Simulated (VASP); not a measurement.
# TlZnBr3 (Pm-3m) in VASP: a series of runs, part 2 of 2

VASP 6.6.1. The steps go on from the part before.

### 3 Single point, r2SCAN (volume changed by -6%)

The input, POSCAR:

```
TlZnBr3
1.0
    5.0942716161      0.0000000000      0.0000000000
    0.0000000000      5.0942716161      0.0000000000
    0.0000000000      0.0000000000      5.0942716161
Tl Zn Br
1 1 3
Direct
    0.0000000000      0.0000000000      0.0000000000
    0.5000000000      0.5000000000      0.5000000000
    0.5000000000      0.5000000000      0.0000000000
    0.5000000000      0.0000000000      0.5000000000
    0.0000000000      0.5000000000      0.5000000000
```

The input, INCAR.step1:

```
SYSTEM = TlZnBr3
ALGO = Normal ; EDIFF = 1E-4
ENCUT = 520 ; GGA = PE
ISMEAR = 0 ; LASPH = .TRUE.
LCHARG = .FALSE. ; LREAL = .FALSE.
LWAVE = .TRUE. ; NBANDS = 31
NELM = 80 ; PREC = Accurate
SIGMA = 0.01
```

The input, INCAR.step2:

```
SYSTEM = TlZnBr3
ALGO = Normal ; EDIFF = 1E-7
ENCUT = 520 ; ISIF = 2
ISMEAR = 0 ; ISTART = 1
LASPH = .TRUE. ; LCHARG = .TRUE.
LELF = .TRUE. ; LMIXTAU = .TRUE.
LREAL = .FALSE. ; LVHAR = .TRUE.
LWAVE = .FALSE. ; METAGGA = R2SCAN
NBANDS = 31 ; NELM = 80
PREC = Accurate ; SIGMA = 0.01
```

The input, KPOINTS:

```
k-points
0
G
  4 4 4
  0 0 0
```

Potentials or basis: VASP PAW PBE potentials, release 64 (Tl_d, Zn, Br).

Command:

```
$ cat potpaw_PBE.64/Tl_d/POTCAR potpaw_PBE.64/Zn/POTCAR potpaw_PBE.64/Br/POTCAR > POTCAR
$ cp INCAR.step1 INCAR
$ mpirun -np 1 vasp_std > vasp.out
$ cp INCAR.step2 INCAR
$ mpirun -np 1 vasp_std > vasp.out
```

OUTCAR:

```text
SYSTEM = TlZnBr3
   EDIFF = 1E-7
   ENCUT = 520
   ISIF = 2
   ISMEAR = 0
   ISTART = 1
   LASPH = .TRUE.
   LREAL = .FALSE.
   METAGGA = R2SCAN
   NELM = 80
   PREC = Accurate

 ion  position               nearest neighbor table
   1  0.000  0.000  0.000-
   2  0.500  0.500  0.500-   3 2.55   4 2.55   5 2.55   3 2.55   4 2.55   5 2.55
   3  0.500  0.500  0.000-   2 2.55   2 2.55
   4  0.500  0.000  0.500-   2 2.55   2 2.55
   5  0.000  0.500  0.500-   2 2.55   2 2.55

  LATTYP: Found a simple cubic cell.
[... 525 lines left out ...]
  --------------------------------------------------------------------------------------
  -------------------------------------------------------------------------------------
  Total        2.1536422      2.1536422      2.1536422      0.0000000      0.0000000     -0.0000000
  in kB       26.0998400     26.0998400     26.0998400      0.0000000      0.0000000     -0.0000000
  external PRESSURE =      26.0998400 kB  Pullay stress =       0.0000000 kB

 VOLUME and BASIS-vectors are now :
 -----------------------------------------------------------------------------
  energy-cutoff  :      520.00
  volume of cell :      132.20
      direct lattice vectors                 reciprocal lattice vectors
     5.094271616  0.000000000  0.000000000     0.196298917  0.000000000  0.000000000
     0.000000000  5.094271616  0.000000000     0.000000000  0.196298917  0.000000000
     0.000000000  0.000000000  5.094271616     0.000000000  0.000000000  0.196298917

 POSITION                                       TOTAL-FORCE (eV/Angst)
 -----------------------------------------------------------------------------------
      0.00000      0.00000      0.00000         0.000000      0.000000      0.000000
      2.54714      2.54714      2.54714         0.000000      0.000000      0.000000
      2.54714      2.54714      0.00000         0.000000      0.000000      0.000000
      2.54714      0.00000      2.54714         0.000000      0.000000      0.000000
      0.00000      2.54714      2.54714         0.000000      0.000000      0.000000
 -----------------------------------------------------------------------------------
    total drift:                               -0.000000      0.000000     -0.000000

  FREE ENERGIE OF THE ION-ELECTRON SYSTEM (eV)
  ---------------------------------------------------
  free  energy   TOTEN  =      -106.4028705106 eV

  energy  without entropy=     -106.4028705106  energy(sigma->0) =     -106.40287051
```

OSZICAR.step1:

```text
N       E                     dE             d eps       ncg     rms          rms(c)
DAV:   1     0.346145676252E+03    0.34615E+03   -0.21255E+04   620   0.145E+03
DAV:   2     0.236098769346E+02   -0.32254E+03   -0.30420E+03   673   0.335E+02
DAV:   3    -0.117445986725E+02   -0.35354E+02   -0.34652E+02   749   0.105E+02
DAV:   4    -0.126505605491E+02   -0.90596E+00   -0.90472E+00   718   0.162E+01
DAV:   5    -0.126599089997E+02   -0.93485E-02   -0.93475E-02   711   0.183E+00    0.746E+00
DAV:   6    -0.120045730493E+02    0.65534E+00   -0.10711E+00   856   0.253E+01    0.543E+00
DAV:   7    -0.119331910699E+02    0.71382E-01   -0.80545E-01   691   0.454E+00    0.176E+00
DAV:   8    -0.119325297772E+02    0.66129E-03   -0.63131E-02   773   0.234E+00    0.548E-01
DAV:   9    -0.119324100992E+02    0.11968E-03   -0.86794E-03   790   0.153E+00    0.108E-01
DAV:  10    -0.119324871181E+02   -0.77019E-04   -0.15318E-03   737   0.571E-01    0.445E-02
DAV:  11    -0.119325447318E+02   -0.57614E-04   -0.33725E-04   594   0.178E-01
   1 F= -.11932545E+02 E0= -.11932545E+02  d E =-.106318E-46
```

Wall time 70 s (1 thread of Intel Xeon 6975P-C (Granite Rapids), shared host); peak memory 0.28 GiB.

Results:

| Property | Result |
| --- | --- |
| Free energy | -106.4029 eV |
| Pressure | 2.6 GPa |
| Band gap on the k mesh | 1.04 eV, indirect (least direct gap 1.82 eV) |

Caveat: the cell differs from its parent crystal (volume changed by -6%); the PAW data sets were made with another functional, which shifts forces and pressure a little; spin-orbit coupling is left out, which moves the levels of the heavy elements. A k mesh can miss the band edges.

### 4 Single point, r2SCAN (volume changed by -3%)

POSCAR: that of step 3 with these lines changed.

```diff
@@ -2,5 +2,5 @@
 1.0
-    5.0942716161      0.0000000000      0.0000000000
-    0.0000000000      5.0942716161      0.0000000000
-    0.0000000000      0.0000000000      5.0942716161
+    5.1478994688      0.0000000000      0.0000000000
+    0.0000000000      5.1478994688      0.0000000000
+    0.0000000000      0.0000000000      5.1478994688
 Tl Zn Br
```

The input, INCAR.step1:

```
SYSTEM = TlZnBr3
PREC = Accurate
ENCUT = 520
ISMEAR = 0
SIGMA = 0.01
LREAL = .False.
LASPH = .True.
NELM = 60
NBANDS = 31
GGA = PE
ALGO = Normal
EDIFF = 1E-4
LWAVE = .True.
LCHARG = .False.
```

The input, INCAR.step2:

```
SYSTEM = TlZnBr3
PREC = Accurate
ENCUT = 520
EDIFF = 1E-7
ISMEAR = 0
SIGMA = 0.01
LREAL = .False.
LASPH = .True.
NELM = 60
ALGO = Normal
ISIF = 2
LWAVE = .False.
LCHARG = .False.
METAGGA = R2SCAN
LMIXTAU = .True.
NBANDS = 31
ISTART = 1
```

The input, KPOINTS:

```
regular mesh
0
Gamma
  4 4 4
  0 0 0
```

Command:

```
$ cat potpaw_PBE.64/Tl_d/POTCAR potpaw_PBE.64/Zn/POTCAR potpaw_PBE.64/Br/POTCAR > POTCAR
$ cp INCAR.step1 INCAR
$ mpirun -np 1 vasp_std > vasp.out
$ cp INCAR.step2 INCAR
$ mpirun -np 1 vasp_std > vasp.out
```

Run time: 84 s. Hardware: 1 thread of Intel Xeon 6975P-C (Granite Rapids), shared host; peak memory 0.28 GiB.

It converged, with:

```
Free energy            : -106.4521 eV
Pressure               : 1.2 GPa
Band gap on the k mesh : 0.95 eV, indirect (least direct gap 1.70 eV)
```

Levels at points of the mesh, in eV from the valence-band top:
```
           k point  band 19  band 20  band 21  band 22  band 23  band 24  band 25  band 26  band 27  band 28
(0.00, 0.00, 0.00)    -0.96    -0.96    -0.74    -0.74    -0.74     0.95     6.51     6.51     6.51     7.61
(0.50, 0.00, 0.00)    -1.47    -1.17    -0.72    -0.72    -0.58     3.57     4.46     5.53     5.53     7.93
(0.50, 0.50, 0.00)    -1.27    -1.27    -1.08    -0.26     0.00     4.55     5.31     5.31     6.17     6.95
(0.50, 0.50, 0.50)    -0.24    -0.24    -0.01    -0.01    -0.01     6.04     6.04     6.04     6.44     6.44
```

Caveat: the cell differs from its parent crystal (volume changed by -3%); the PAW data sets were made with another functional, which shifts forces and pressure a little; spin-orbit coupling is left out, which moves the levels of the heavy elements. A k mesh can miss the band edges.

### 5 Single point, r2SCAN

This run uses another cell than the first one, of 28.13 Å³/atom, 0.907 times its volume.

POSCAR: that of step 4 with these lines changed.

```diff
@@ -2,5 +2,5 @@
 1.0
-    5.1478994688      0.0000000000      0.0000000000
-    0.0000000000      5.1478994688      0.0000000000
-    0.0000000000      0.0000000000      5.1478994688
+    5.2004326836      0.0000000000      0.0000000000
+    0.0000000000      5.2004326836      0.0000000000
+    0.0000000000      0.0000000000      5.2004326836
 Tl Zn Br
```

The input, INCAR.step1:

```
SYSTEM = TlZnBr3
PREC = Accurate
ENCUT = 520
ISMEAR = 0
SIGMA = 0.01
LREAL = .FALSE.
LASPH = .TRUE.
NELM = 100
NBANDS = 31
GGA = PE
ALGO = Normal
EDIFF = 1E-4
LWAVE = .TRUE.
LCHARG = .FALSE.
```

The input, INCAR.step2:

```
SYSTEM = TlZnBr3
PREC = Accurate
ENCUT = 520
EDIFF = 1E-7
ISMEAR = 0
SIGMA = 0.01
LREAL = .FALSE.
LASPH = .TRUE.
NELM = 100
ALGO = Normal
ISIF = 2
LWAVE = .FALSE.
LCHARG = .FALSE.
METAGGA = R2SCAN
LMIXTAU = .TRUE.
NBANDS = 31
ISTART = 1
```

The input, KPOINTS:

```
Automatic mesh
0
G
  4 4 4
  0 0 0
```

Command:

```
$ cat potpaw_PBE.64/Tl_d/POTCAR potpaw_PBE.64/Zn/POTCAR potpaw_PBE.64/Br/POTCAR > POTCAR
$ cp INCAR.step1 INCAR
$ mpirun -np 1 vasp_std > vasp.out
$ cp INCAR.step2 INCAR
$ mpirun -np 1 vasp_std > vasp.out
```

Wall time 72 s (1 thread of Intel Xeon 6975P-C (Granite Rapids), shared host); peak memory 0.28 GiB.

It converged, with:

| Quantity | Value |
| --- | --- |
| Free energy | -106.4676 eV |
| Pressure | 0.0 GPa |
| Band gap on the k mesh | 0.87 eV, indirect (least direct gap 1.58 eV) |

Levels at points of the mesh, in eV from the valence-band top:
| k point | band 19 | band 20 | band 21 | band 22 | band 23 | band 24 | band 25 | band 26 | band 27 | band 28 |
| --- | --- | --- | --- | --- | --- | --- | --- | --- | --- | --- |
| (0.00, 0.00, 0.00) | -0.91 | -0.91 | -0.71 | -0.71 | -0.71 | 0.87 | 6.40 | 6.40 | 6.40 | 7.62 |
| (0.50, 0.00, 0.00) | -1.39 | -1.11 | -0.69 | -0.69 | -0.61 | 3.56 | 4.31 | 5.48 | 5.48 | 7.83 |
| (0.50, 0.50, 0.00) | -1.21 | -1.21 | -1.10 | -0.29 | 0.00 | 4.56 | 5.25 | 5.25 | 5.95 | 6.88 |
| (0.50, 0.50, 0.50) | -0.28 | -0.28 | 0.00 | 0.00 | 0.00 | 6.00 | 6.00 | 6.00 | 6.32 | 6.32 |

Caveat: the PAW data sets were made with another functional, which shifts forces and pressure a little; spin-orbit coupling is left out, which moves the levels of the heavy elements.

### 6 Overview

| level | cell | gap on the mesh (eV) | pressure (GPa) |
| --- | --- | --- | --- |
| PBE | a = 5.373 Å, 5 atoms | 0.07 | -1.5 |
| r2SCAN | a = 5.094 Å, 5 atoms | 1.04 | 2.6 |
| r2SCAN | a = 5.148 Å, 5 atoms | 0.95 | 1.2 |
| r2SCAN | a = 5.200 Å, 5 atoms | 0.87 | 0.0 |

Alike in all rows: task single point; potentials or basis VASP PAW PBE potentials, release 64 (Tl_d, Zn, Br); no spin polarisation; k mesh 4 × 4 × 4; cutoff (eV) 520; smearing gaussian 0.01 eV.

Caveats: spin-orbit coupling is left out, which moves the levels of the heavy elements; the PAW data sets were made with another functional, which shifts forces and pressure a little (some runs).

Absolute energies hang on the potentials; compare differences alone.
